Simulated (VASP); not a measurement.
Ti, 1 atom in the cell. It takes space group Im-3m (No. 229, cubic). Conventional cell: a = 3.336 Å, b = 3.336 Å, c = 3.336 Å, α = 90.00°, β = 90.00°, γ = 90.00°. Ti (site symmetry m-3m) has 14 Ti at 2.89 to 3.34 Å within 3.8 Å.  This cell differs from its parent crystal: volume scaled by 1.05.

```yaml
Program: VASP 6.6.1
Task: electric field gradients
Functional: PBEsol
Potentials_or_basis: VASP PAW PBE potentials, release 64 (Ti_sv)
Cutoff: 520 eV
k_mesh: 14 × 14 × 14
Occupations: fermi-dirac, width 0.05 eV
Spin: no spin polarisation
Dipole_correction: no
Further_INCAR_settings: ALGO = Normal; EDIFF = 1e-08; NBANDS = 12
```

Potentials or basis: VASP PAW PBE potentials, release 64 (Ti_sv).

Launch:

```console
$ cat potpaw_PBE.64/Ti_sv/POTCAR > POTCAR
$ mpirun -np 1 vasp_std > vasp.out
```

Hardware: 1 thread of Intel(R) Xeon(R) 6975P-C (Granite Rapids), with other jobs on the host.

Q: Estimate the wall time of this run.

A: It took 8.7 s on 1 thread of Intel(R) Xeon(R) 6975P-C (Granite Rapids), on a shared host, peak memory 0.14 GiB. Counts: scf iterations 16, k points 104.
